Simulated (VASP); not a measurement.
# PrYSe3 (C2/m) in VASP: relaxation of cell and atoms with PBE

Aim: the relaxation of cell and atoms of PrYSe3 with PBE.

Program: VASP 6.6.1. These are calculated values, not measurements. Logs are shortened: lines on timing, memory, paths and dates and some standing lists are left out, and cuts for length are marked.

## Step 1: The cell of the first run

It takes space group C2/m (No. 12, monoclinic). Conventional cell: a = 7.129 Å, b = 8.614 Å, c = 5.358 Å, α = 90.00°, β = 105.78°, γ = 90.00°. Pr (site symmetry 2/m) has 2 Se at 2.40 Å within 3.2 Å. Within 3.5 Å of Y (site symmetry 2/m) lie 6 Se at 2.68 to 3.29 Å. Within 2.5 Å of Se (site symmetry 2/m) lie 2 Se at 1.90 Å. Se (site symmetry 2) has 1 Se at 1.90 Å and 1 Pr at 2.40 Å within 2.5 Å.

The cell was generated, and may not be a known phase.

## Step 2: Relaxation of cell and atoms, PBE

The input, INCAR:

```
SYSTEM = PrYSe3
ALGO = Normal
EDIFF = 1E-7
EDIFFG = -0.08
ENCUT = 500
GGA = PE
GGA_COMPAT = .False.
IBRION = 2
ISIF = 3
ISMEAR = 0
LASPH = .True.
LCHARG = .False.
LMAXMIX = 6
LREAL = .False.
LWAVE = .False.
NELM = 200
NELMIN = 4
NSW = 36
PREC = Accurate
SIGMA = 0.15
```

The input, KPOINTS:

```
k-points
0
Gamma
  2 2 3
  0 0 0
```

The input, POSCAR:

```
PrYSe3
1.0
    3.5646157900     -4.3068384400      0.0000000000
    3.5646157900      4.3068384400      0.0000000000
   -1.4565967000      0.0000000000      5.1560771700
Pr Y Se
1 1 3
Direct
    0.0000000000      0.0000000000      0.0000000000
    0.5000000000      0.5000000000      0.5000000000
    0.5000000000      0.5000000000      0.0000000000
    0.2791773900      0.7208226100      0.0000000000
    0.7208226100      0.2791773900      0.0000000000
```

Potentials or basis: VASP PAW PBE potentials, release 64 (Pr_3, Y_sv, Se), 4f in core.

Command:

```console
cat potpaw_PBE.64/Pr_3/POTCAR potpaw_PBE.64/Y_sv/POTCAR potpaw_PBE.64/Se/POTCAR > POTCAR
mpirun -np 1 vasp_std > vasp.out
```

OUTCAR:

```text
SYSTEM = PrYSe3
   EDIFF = 1E-7
   EDIFFG = -0.08
   ENCUT = 500
   GGA = PE
   IBRION = 2
   ISIF = 3
   ISMEAR = 0
   LASPH = .True.
   LREAL = .False.
   NELM = 200
   NELMIN = 4
   NSW = 36
   PREC = Accurate

 ion  position               nearest neighbor table
   1  0.000  0.000  0.000-   4 2.40   5 2.40   2 3.83   2 3.83
   2  0.500  0.500  0.500-   3 2.68   3 2.68   5 3.29   4 3.29   4 3.29   5 3.29   1 3.83   1 3.83

   3  0.500  0.500  0.000-   4 1.90   5 1.90   2 2.68   2 2.68
   4  0.279  0.721  0.000-   3 1.90   1 2.40   2 3.29   2 3.29
   5  0.721  0.279  0.000-   3 1.90   1 2.40   2 3.29   2 3.29

  LATTYP: Found a base centered monoclinic cell.
 ALAT       =     7.1292315800
 B/A-ratio  =     1.2082195372
 C/A-ratio  =     0.7515358685
 COS(beta)  =    -0.2718609853

  Lattice vectors:

 A1 = (   3.5646157900,  -4.3068384400,   0.0000000000)
 A2 = (   3.5646157900,   4.3068384400,   0.0000000000)
 A3 = (  -1.4565967000,   0.0000000000,   5.1560771700)

Analysis of symmetry for initial positions (statically):
=====================================================================
 Subroutine PRICEL returns:
 Original cell was already a primitive cell.

 Routine SETGRP: Setting up the symmetry group for a
 base centered monoclinic supercell.

 Subroutine GETGRP returns: Found  4 space group operations
 (whereof  4 operations were pure point group operations)
 out of a pool of  4 trial point group operations.

The static configuration has the point symmetry C_2h.

Analysis of symmetry for dynamics (positions and initial velocities):
=====================================================================
 Subroutine PRICEL returns:
 Original cell was already a primitive cell.

 Routine SETGRP: Setting up the symmetry group for a
 base centered monoclinic supercell.

 Subroutine GETGRP returns: Found  4 space group operations
 (whereof  4 operations were pure point group operations)
 out of a pool of  4 trial point group operations.

The dynamic configuration has the point symmetry C_2h.

 Subroutine INISYM returns: Found  4 space group operations
 (whereof  4 operations are pure point group operations),
 and found     1 'primitive' translations

----------------------------------------------------------------------------------------

                                     Primitive cell

  volume of cell :     158.3145

  direct lattice vectors                    reciprocal lattice vectors
     3.564615790 -4.306838440  0.000000000     0.140267571 -0.116094441  0.039625722
     3.564615790  4.306838440  0.000000000     0.140267571  0.116094441  0.039625722
    -1.456596700  0.000000000  5.156077170     0.000000000  0.000000000  0.193945895

  length of vectors
     5.590647823  5.590647823  5.357873247     0.186341377  0.186341377  0.193945895

  position of ions in fractional coordinates (direct lattice)
     0.000000000  0.000000000  0.000000000
     0.500000000  0.500000000  0.500000000
     0.500000000  0.500000000  0.000000000
     0.279177390  0.720822610  0.000000000
     0.720822610  0.279177390  0.000000000

  ion indices of the primitive-cell ions
   primitive index   ion index
                 1           1
                 2           2
                 3           3
                 4           4
                 5           5

----------------------------------------------------------------------------------------

 KPOINTS: k-points

Automatic generation of k-mesh.
 Grid dimensions read from file:
 generate k-points for:    2    2    3

 Generating k-lattice:

  Cartesian coordinates                     Fractional coordinates (reciprocal lattice)
     0.070133786 -0.058047220  0.019812861     0.500000000  0.000000000  0.000000000
     0.070133786  0.058047220  0.019812861     0.000000000  0.500000000  0.000000000
     0.000000000  0.000000000  0.064648632     0.000000000  0.000000000  0.333333333

  Length of vectors
     0.093170688  0.093170688  0.064648632

  Shift w.r.t. Gamma in fractional coordinates (k-lattice)
     0.000000000  0.000000000  0.000000000

 Subroutine IBZKPT returns following result:
 ===========================================

 Found      6 irreducible k-points:

 Following reciprocal coordinates:
            Coordinates               Weight
  0.000000  0.000000  0.000000      1.000000
  0.500000 -0.000000 -0.000000      2.000000
  0.500000  0.500000  0.000000      1.000000
  0.000000  0.000000  0.333333      2.000000
  0.500000 -0.000000  0.333333      4.000000
  0.500000  0.500000  0.333333      2.000000
   k-points           NKPTS =      6   k-points in BZ     NKDIM =      6   number of bands    NBANDS=     24
   number of dos      NEDOS =    301   number of ions     NIONS =      5
   total plane-waves  NPLWV =  70560
   dimension x,y,z NGX =    42 NGY =   42 NGZ =   40
   dimension x,y,z NGXF=    84 NGYF=   84 NGZF=   80
   ions per type =               1   1   3
   NGX,Y,Z   is equivalent  to a cutoff of  12.49, 12.49, 12.41 a.u.
   NGXF,Y,Z  is equivalent  to a cutoff of  24.98, 24.98, 24.82 a.u.
 SYSTEM =  PrYSe3
   PREC   = accura    normal or accurate (medium, high low for compatibility)
   ISTART =      0    job   : 0-new  1-cont  2-samecut
   ICHARG =      2    charge: 1-file 2-atom 10-const
   ISPIN  =      1    spin polarized calculation?
   LNONCOLLINEAR =      F non collinear calculations
   LSORBIT =      F    spin-orbit coupling
   LASPH  =      T    aspherical Exc in radial PAW
   ENCUT  =  500.0 eV  36.75 Ry    6.06 a.u.  10.19 10.19  9.77*2*pi/ulx,y,z
   NELM   =    200;   NELMIN=  4; NELMDL= -5     # of ELM steps
   EDIFF  = 0.1E-06   stopping-criterion for ELM
   LREAL  =      F    real-space projection
   EDIFFG = -.8E-01   stopping-criterion for IOM
   NSW    =     36    number of steps for IOM
   IBRION =      2    ionic relax: 0-MD 1-quasi-New 2-CG
   NFREE  =      1    steps in history (QN), initial steepest desc. (CG)
   ISIF   =      3    stress and relaxation
   ISYM   =      2    0-nonsym 1-usesym 2-fastsym
   POTIM  = 0.5000    time-step for ionic-motion
   TEBEG  =    0.0;   TEEND  =   0.0 temperature during run
   PSTRESS=    0.0 pullay stress
   NELECT =      40.0000    total number of electrons
   NUPDOWN=      -1.0000    fix difference up-down
   EMIN   =  10.00;   EMAX   =-10.00  energy-range for DOS
   EFERMI =   0.00;   METHOD = LEGACY
   ISMEAR =     0;   SIGMA  =   0.15  broadening in eV -4-tet -1-fermi 0-gaus
   EFERMI_NEDOS =   21; number of points for ismear=-14 and -15
   IALGO  =     38    algorithm
   IMIX   =      4    mixing-type and parameters
     AMIX     =   0.40;   BMIX     =  1.00
     AMIX_MAG =   1.60;   BMIX_MAG =  1.00
  volume/ion in A,a.u.               =      31.66       213.67
  Fermi-wavevector in a.u.,A,eV,Ry     =   1.034955  1.955780 14.573620  1.071131
  Thomas-Fermi vector in A             =   2.169275
   LORBIT       =      0    0 simple, 1 ext, 2 COOP (PROOUT), +10 PAW based schemes
   GGA     = PE    functional components
   LHFCALC =     F    Hartree Fock is set to
   AEXX    =    0.0000 exact exchange contribution
   IVDW    =     0    specifies the selected vdW correction
   LEPSILON=     F    determine dielectric tensor
   LRPA    =     F    only Hartree local field effects (RPA)
 conjugate gradient relaxation of ions
 non-spin polarized calculation
 Gauss-broadening in eV      SIGMA  =   0.15
  energy-cutoff  :      500.00
  volume of cell :      158.31
 maximum number of plane-waves:      4025
 NGX is ok and might be reduce to    42
   NGX = 21   NGY = 21   NGZ = 19

--------------------------------------- Ionic step        1  -------------------------------------------

 number of electron      40.0000001 magnetization

 Free energy of the ion-electron system (eV)
  ---------------------------------------------------
  ext. energy  EPLUGINS =         0.00000000
  ---------------------------------------------------
  free energy    TOTEN  =       -13.24773399 eV

  energy without entropy =      -13.19013418  energy(sigma->0) =      -13.21893409

------------------------ aborting loop because EDIFF is reached ----------------------------------------

  FORCE on cell =-STRESS in cart. coord.  units (eV):
  Direction    XX          YY          ZZ          XY          YZ          ZX
  --------------------------------------------------------------------------------------
  -------------------------------------------------------------------------------------
  Total        0.7191793     89.8608320      1.8197417      0.0000000      0.0000000     -1.4141775
  in kB        7.2782509    909.4112157     18.4161826      0.0000000      0.0000000    -14.3117850
  external PRESSURE =     311.7018830 kB  Pullay stress =       0.0000000 kB
[... 98 lines left out ...]
  FREE ENERGIE OF THE ION-ELECTRON SYSTEM (eV)
  ---------------------------------------------------
  free  energy   TOTEN  =       -21.2966333107 eV

  energy  without entropy=      -21.2082631993  energy(sigma->0) =      -21.25244825

 E-fermi :  -0.6301     XC(G=0):  -6.5818

 val. band max:       -0.6574440331   @ k =   0.5000  -0.0000   0.3333
 cond. band min:      -0.6146975610   @ k =   0.5000   0.5000   0.0000
 fundamental gap:      0.0427464722
 Fermi energy:        -0.6300639781

 k-point     1 :       0.0000    0.0000    0.0000
  band No.  band energies     occupation
      1     -44.7290      2.00000
      2     -37.9424      2.00000
      3     -24.8683      2.00000
      4     -24.6144      2.00000
      5     -24.5290      2.00000
      6     -20.0223      2.00000
[... 151 lines left out ...]
     23       0.8084      0.00000
     24       0.8960      0.00000

[... ionic steps 4 to 16 ...]

--------------------------------------- Ionic step       17  -------------------------------------------

 number of electron      40.0000002 magnetization

------------------------ aborting loop because EDIFF is reached ----------------------------------------

  FORCE on cell =-STRESS in cart. coord.  units (eV):
  Direction    XX          YY          ZZ          XY          YZ          ZX
  --------------------------------------------------------------------------------------
  -------------------------------------------------------------------------------------
  Total        0.0912053      0.0350502     -0.2203852      0.0000000      0.0000000      0.4645363
  in kB        0.7893604      0.3033511     -1.9073807      0.0000000      0.0000000      4.0204505
  external PRESSURE =      -0.2715564 kB  Pullay stress =       0.0000000 kB
[... 63 lines left out ...]
  energy  without entropy=      -23.9507339881  energy(sigma->0) =      -23.95296850

--------------------------------------- Ionic step       19  -------------------------------------------

 number of electron      40.0000005 magnetization

 Free energy of the ion-electron system (eV)
  ---------------------------------------------------
  ext. energy  EPLUGINS =         0.00000000
  ---------------------------------------------------
  free energy    TOTEN  =       -23.96195160 eV

  energy without entropy =      -23.95724647  energy(sigma->0) =      -23.95959903

 E-fermi :   1.8645     XC(G=0):  -8.0417

 val. band max:        1.6526091436   @ k =   0.0000   0.0000   0.3333
 cond. band min:       2.0691102685   @ k =   0.5000   0.5000   0.0000
 fundamental gap:      0.4165011249
 Fermi energy:         1.8645264428

 k-point     1 :       0.0000    0.0000    0.0000
  band No.  band energies     occupation
      1     -42.0353      2.00000
      2     -34.7328      2.00000
      3     -22.1923      2.00000
      4     -21.9848      2.00000
      5     -21.8934      2.00000
      6     -16.8605      2.00000
[... 183 lines left out ...]
  FREE ENERGIE OF THE ION-ELECTRON SYSTEM (eV)
  ---------------------------------------------------
  free  energy   TOTEN  =       -23.9619515980 eV

  energy  without entropy=      -23.9572464713  energy(sigma->0) =      -23.95959903

 reached required accuracy - stopping structural energy minimisation
```

Run time: 8.4 min. Hardware: 1 thread of AMD EPYC 7R13 (Zen 3), shared host; peak memory 0.26 GiB.

Results:

```yaml
Free_energy: -23.9620 eV
Relaxed_volume: 37.08 Å³/atom
Relaxed_cell: a = 6.563 Å, b = 6.563 Å, c = 5.419 Å, α = 97.88°, β = 97.88°, γ = 123.85°
Space_group_after_relaxing_to_0.1_Å: C2/m (No. 12)
Energy_gained_by_relaxing: 2142.8 meV/atom
Ionic_steps: 19
Pressure_after_relaxing: -0.2 GPa
Largest_force_after_relaxing: 0.016 eV/Å
Band_gap_on_the_k_mesh: zero (bands 20 and 21 overlap by 0.85 eV)
```

Forces in eV/Å, atoms in the order of the input:
```
Pr   0.000  0.000  0.000
Y    0.000  0.000  0.000
Se   0.000  0.000  0.000
Se   0.000 -0.016  0.000
Se   0.000  0.016  0.000
```

Stress tensor (GPa, compression positive):
```
-0.17  0.00  0.21
 0.00 -0.27  0.00
 0.21  0.00 -0.15
```

Step by step:
```tsv
step	energy change (eV)	largest force (eV/Å)	pressure (GPa)	volume (Å³)
1	0.0000	13.0094	31.17	158.31
2	-7.4839	1.3138	-4.64	302.80
3	-8.0489	1.2239	-4.53	286.96
4	-8.4765	1.0946	-4.38	274.27
5	-10.0301	0.4627	-1.55	215.75
6	-10.0291	0.5886	-1.08	213.08
7	-10.0320	0.5162	-1.35	214.59
8	-10.2236	0.3973	-1.11	204.83
9	-10.3693	0.3651	0.92	184.78
10	-10.3799	0.4781	-0.24	192.22
11	-10.4988	0.4839	0.09	187.99
12	-10.5882	0.3916	0.85	181.98
13	-10.5906	0.3519	1.13	180.31
14	-10.6610	0.3736	0.65	182.12
15	-10.6907	0.3867	0.16	184.60
16	-10.6912	0.3860	0.20	184.33
17	-10.7001	0.2732	-0.03	185.12
18	-10.7075	0.0533	-0.47	186.72
19	-10.7142	0.0156	-0.20	185.42
```

Final structure:
```cif
data_structure
_symmetry_space_group_name_H-M 'P 1'
_symmetry_Int_Tables_number 1
_cell_length_a 6.5629
_cell_length_b 6.5629
_cell_length_c 5.4187
_cell_angle_alpha 97.878
_cell_angle_beta 97.878
_cell_angle_gamma 123.853
_cell_volume 185.42
loop_
_atom_site_label
_atom_site_type_symbol
_atom_site_fract_x
_atom_site_fract_y
_atom_site_fract_z
_atom_site_occupancy
Pr1 Pr 0.00000 0.00000 0.00000 1
Y1 Y 0.50000 0.50000 0.50000 1
Se1 Se 0.50000 0.50000 0.00000 1
Se2 Se 0.24484 0.75516 0.00000 1
Se3 Se 0.75516 0.24484 0.00000 1
```

Caveat: the k points lie up to 0.60 Å⁻¹ apart in the final cell, too coarse for converged energies and pressures of a metal; the volume moved by over 15 % at a fixed basis, so the end points are rough; spin-orbit coupling is left out, which moves the levels of the heavy elements; the 4f electrons are frozen in the core, so they carry no moment and show no levels; the run has no spin polarisation, though such a crystal can be magnetic.

The gap in the log of VASP goes by the Fermi energy; the results here count the filled bands.